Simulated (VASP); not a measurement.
# CdO (Fm-3m) in VASP: single point with PBE-based screened hybrid with 40 % exact exchange

Aim: the single point of CdO with PBE-based screened hybrid with 40 % exact exchange.

All numbers are computed with VASP 6.6.1; they aren't measurements. Logs are shortened: lines on timing, memory, paths and dates and some standing lists are left out, and cuts for length are marked.

### Step 1. The cell of the first run

It takes space group Fm-3m (No. 225, cubic). The conventional cell has a = 4.699 Å, b = 4.699 Å, c = 4.699 Å, α = 90.00°, β = 90.00°, γ = 90.00°. Within 3.1 Å of Cd (site symmetry m-3m) lie 6 O at 2.35 Å. O (site symmetry m-3m) has 6 Cd at 2.35 Å within 3.1 Å.

### Step 2. Single point, PBE-based screened hybrid with 40 % exact exchange

POSCAR

```
CdO
1.0
    0.0000000000      2.3495000000      2.3495000000
    2.3495000000      0.0000000000      2.3495000000
    2.3495000000      2.3495000000      0.0000000000
Cd O
1 1
Direct
    0.0000000000      0.0000000000      0.0000000000
    0.5000000000      0.5000000000      0.5000000000
```

INCAR.step1

```
PREC = Accurate
ENCUT = 520
EDIFF = 1E-5
ISMEAR = 0
SIGMA = 0.01
LREAL = False
LASPH = True
NELM = 120
ALGO = Normal
ISIF = 2
LWAVE = True
LCHARG = False
NBANDS = 16
GGA = PE
GGA_COMPAT = False
```

INCAR.step2

```
PREC = Accurate
ENCUT = 520
EDIFF = 1E-6
ISMEAR = 0
SIGMA = 0.01
LREAL = False
LASPH = True
NELM = 120
ALGO = Normal
ISIF = 2
LWAVE = False
LCHARG = False
GGA = PE
LHFCALC = True
AEXX = 0.4
HFSCREEN = 0.20786987370883472
PRECFOCK = Normal
NBANDS = 16
ISTART = 1
GGA_COMPAT = False
```

KPOINTS

```
Automatic mesh
0
Gamma
  6 6 6
```

Potentials or basis: VASP PAW PBE potentials, release 64 (Cd, O).

Run with:

```bash
> cat potpaw_PBE.64/Cd/POTCAR potpaw_PBE.64/O/POTCAR > POTCAR
> cp INCAR.step1 INCAR
> mpirun -np 1 vasp_std > vasp.out
> cp INCAR.step2 INCAR
> mpirun -np 1 vasp_std > vasp.out
```

OUTCAR:

```text
PREC = Accurate
   ENCUT = 520
   EDIFF = 1E-6
   ISMEAR = 0
   LREAL = False
   LASPH = True
   NELM = 120
   ISIF = 2
   GGA = PE
   LHFCALC = True
   AEXX = 0.4
   HFSCREEN = 0.20786987370883472
   PRECFOCK = Normal
   ISTART = 1

 ion  position               nearest neighbor table
   1  0.000  0.000  0.000-   2 2.35   2 2.35   2 2.35   2 2.35   2 2.35   2 2.35
   2  0.500  0.500  0.500-   1 2.35   1 2.35   1 2.35   1 2.35   1 2.35   1 2.35

  LATTYP: Found a face centered cubic cell.
 ALAT       =     4.6990000000

  Lattice vectors:

 A1 = (   0.0000000000,   2.3495000000,   2.3495000000)
 A2 = (   2.3495000000,   0.0000000000,   2.3495000000)
 A3 = (   2.3495000000,   2.3495000000,   0.0000000000)

Analysis of symmetry for initial positions (statically):
=====================================================================
 Subroutine PRICEL returns:
 Original cell was already a primitive cell.

 Routine SETGRP: Setting up the symmetry group for a
 face centered cubic supercell.

 Subroutine GETGRP returns: Found 48 space group operations
 (whereof 48 operations were pure point group operations)
 out of a pool of 48 trial point group operations.

The static configuration has the point symmetry O_h .

Analysis of symmetry for dynamics (positions and initial velocities):
=====================================================================
 Subroutine PRICEL returns:
 Original cell was already a primitive cell.

 Routine SETGRP: Setting up the symmetry group for a
 face centered cubic supercell.

 Subroutine GETGRP returns: Found 48 space group operations
 (whereof 48 operations were pure point group operations)
 out of a pool of 48 trial point group operations.

The dynamic configuration has the point symmetry O_h .

 Subroutine INISYM returns: Found 48 space group operations
 (whereof 48 operations are pure point group operations),
 and found     1 'primitive' translations

----------------------------------------------------------------------------------------

                                     Primitive cell

  volume of cell :      25.9392

  direct lattice vectors                    reciprocal lattice vectors
     0.000000000  2.349500000  2.349500000    -0.212811236  0.212811236  0.212811236
     2.349500000  0.000000000  2.349500000     0.212811236 -0.212811236  0.212811236
[... 81 lines left out ...]
   NFREE  =      0    steps in history (QN), initial steepest desc. (CG)
   ISIF   =      2    stress and relaxation
   ISYM   =      3    0-nonsym 1-usesym 2-fastsym
   POTIM  = 0.5000    time-step for ionic-motion
   TEBEG  =    0.0;   TEEND  =   0.0 temperature during run
   PSTRESS=    0.0 pullay stress
   NELECT =      18.0000    total number of electrons
   NUPDOWN=      -1.0000    fix difference up-down
   EMIN   =  10.00;   EMAX   =-10.00  energy-range for DOS
   EFERMI =   0.00;   METHOD = LEGACY
   ISMEAR =     0;   SIGMA  =   0.01  broadening in eV -4-tet -1-fermi 0-gaus
   EFERMI_NEDOS =   21; number of points for ismear=-14 and -15
   IALGO  =     38    algorithm
   IMIX   =      1    mixing-type and parameters
     AMIX     =   0.40;   BMIX     =  1.00
     AMIX_MAG =   1.60;   BMIX_MAG =  1.00
  volume/ion in A,a.u.               =      12.97        87.52
  Fermi-wavevector in a.u.,A,eV,Ry     =   1.449373  2.738918 28.581522  2.100683
  Thomas-Fermi vector in A             =   2.567107
   LORBIT       =      0    0 simple, 1 ext, 2 COOP (PROOUT), +10 PAW based schemes
   GGA     = PE    functional components
   LHFCALC =     T    Hartree Fock is set to
   PRECFOCK=normal    Normal, Fast or Accurate (Low or Medium for compatibility)
   ENCUT4O =  -1.0   cutoff for four orbital integrals eV
   NKREDX  =     1    reduce k-point grid by
   NKREDY  =     1    reduce k-point grid by
   NKREDZ  =     1    reduce k-point grid by
   AEXX    =    0.4000 exact exchange contribution
   HFSCREEN=    0.2079 screening length (either q_TF or 0.3 A-1)
   HFSCREENC=   0.2079 screening length for correlation (either q_TF or 0.3 A-1)
   ENCUTFOCK=  -1.0 apply spherical cutoff to Coloumb kernel
   IVDW    =     0    specifies the selected vdW correction
   LEPSILON=     F    determine dielectric tensor
   LRPA    =     F    only Hartree local field effects (RPA)
 non-spin polarized calculation
 Gauss-broadening in eV      SIGMA  =   0.01
  energy-cutoff  :      520.00
  volume of cell :       25.94
 maximum number of plane-waves:       725
 NGX is ok and might be reduce to    28
  NGX = 20; NGY = 20; NGZ = 20

 number of electron      18.0000002 magnetization

 Free energy of the ion-electron system (eV)
  ---------------------------------------------------
  ext. energy  EPLUGINS =         0.00000000
  ---------------------------------------------------
  free energy    TOTEN  =       -11.46249588 eV

  energy without entropy =      -11.46249588  energy(sigma->0) =      -11.46249588

 E-fermi :   0.4742     XC(G=0):  -8.2819

 val. band max:        0.3340888948   @ k =   0.5000   0.0000   0.0000
 cond. band min:       2.1202687586   @ k =   0.0000   0.0000   0.0000
 fundamental gap:      1.7861798637
 Fermi energy:         0.4741720219

 k-point     1 :       0.0000    0.0000    0.0000
  band No.  band energies     occupation
      1     -19.5493      2.00000
      2      -7.6158      2.00000
      3      -7.6158      2.00000
      4      -7.6158      2.00000
      5      -7.3902      2.00000
      6      -7.3902      2.00000
[... 281 lines left out ...]
      3      -7.6870      2.00000
      4      -7.4054      2.00000
      5      -6.9175      2.00000
      6      -6.7452      2.00000
[... 8 lines left out ...]
     15      24.7471      0.00000
     16      28.5040      0.00000

------------------------ aborting loop because EDIFF is reached ----------------------------------------

  FORCE on cell =-STRESS in cart. coord.  units (eV):
  Direction    XX          YY          ZZ          XY          YZ          ZX
  --------------------------------------------------------------------------------------
  -------------------------------------------------------------------------------------
  Total       -0.0944363     -0.0944363     -0.0944363      0.0000000      0.0000000     -0.0000000
  in kB       -5.8330172     -5.8330172     -5.8330172      0.0000000      0.0000000     -0.0000000
  external PRESSURE =      -5.8330172 kB  Pullay stress =       0.0000000 kB

 VOLUME and BASIS-vectors are now :
 -----------------------------------------------------------------------------
  energy-cutoff  :      520.00
  volume of cell :       25.94
      direct lattice vectors                 reciprocal lattice vectors
     0.000000000  2.349500000  2.349500000    -0.212811236  0.212811236  0.212811236
     2.349500000  0.000000000  2.349500000     0.212811236 -0.212811236  0.212811236
     2.349500000  2.349500000  0.000000000     0.212811236  0.212811236 -0.212811236

 POSITION                                       TOTAL-FORCE (eV/Angst)
 -----------------------------------------------------------------------------------
      0.00000      0.00000      0.00000        -0.000000     -0.000000      0.000000
      2.34950      2.34950      2.34950         0.000000      0.000000     -0.000000
 -----------------------------------------------------------------------------------
    total drift:                                0.000000     -0.000000      0.000000

  FREE ENERGIE OF THE ION-ELECTRON SYSTEM (eV)
  ---------------------------------------------------
  free  energy   TOTEN  =       -11.4624958849 eV

  energy  without entropy=      -11.4624958849  energy(sigma->0) =      -11.46249588
```

OUTCAR.step1:

```text
PREC = Accurate
   ENCUT = 520
   EDIFF = 1E-5
   ISMEAR = 0
   LREAL = False
[... 516 lines left out ...]
      0.00000      0.00000      0.00000         0.000000      0.000000      0.000000
      2.34950      2.34950      2.34950        -0.000000     -0.000000     -0.000000
 -----------------------------------------------------------------------------------
    total drift:                                0.000000      0.000000      0.000000

  FREE ENERGIE OF THE ION-ELECTRON SYSTEM (eV)
  ---------------------------------------------------
  free  energy   TOTEN  =        -7.6960528404 eV

  energy  without entropy=       -7.6959450179  energy(sigma->0) =       -7.69599893
```

OSZICAR.step1:

```text
N       E                     dE             d eps       ncg     rms          rms(c)
DAV:   1     0.106577994138E+03    0.10658E+03   -0.10500E+04   560   0.116E+03
DAV:   2    -0.643489474080E+01   -0.11301E+03   -0.10315E+03   576   0.277E+02
DAV:   3    -0.950088858005E+01   -0.30660E+01   -0.30615E+01   640   0.505E+01
DAV:   4    -0.950752968416E+01   -0.66411E-02   -0.66410E-02   640   0.229E+00
DAV:   5    -0.950754904107E+01   -0.19357E-04   -0.19357E-04   664   0.111E-01    0.106E+01
DAV:   6    -0.775294828249E+01    0.17546E+01   -0.49199E+00   640   0.373E+01    0.929E+00
DAV:   7    -0.771568378587E+01    0.37264E-01   -0.70174E-01   552   0.785E+00    0.473E+00
DAV:   8    -0.769935915393E+01    0.16325E-01   -0.94783E-02   528   0.271E+00    0.738E-01
DAV:   9    -0.769593469103E+01    0.34245E-02   -0.76874E-03   624   0.915E-01    0.109E-01
DAV:  10    -0.769602205861E+01   -0.87368E-04   -0.82233E-04   544   0.300E-01    0.391E-02
DAV:  11    -0.769605704450E+01   -0.34986E-04   -0.54740E-05   552   0.740E-02    0.209E-02
DAV:  12    -0.769605284043E+01    0.42041E-05   -0.99764E-06   416   0.328E-02
   1 F= -.76960528E+01 E0= -.76959989E+01  d E =-.107823E-03
```

Run time: 67 min. Hardware: 1 thread of Intel Xeon 8259CL, shared host; peak memory 0.27 GiB.

Results:

| Quantity | Value |
| --- | --- |
| Free energy | -11.4625 eV |
| Pressure | -0.6 GPa |
| Band gap on the k mesh | 1.79 eV (least direct gap 3.15 eV) |

Caveat: the PAW data sets were made with another functional, which shifts forces and pressure a little. A k mesh can miss the band edges.
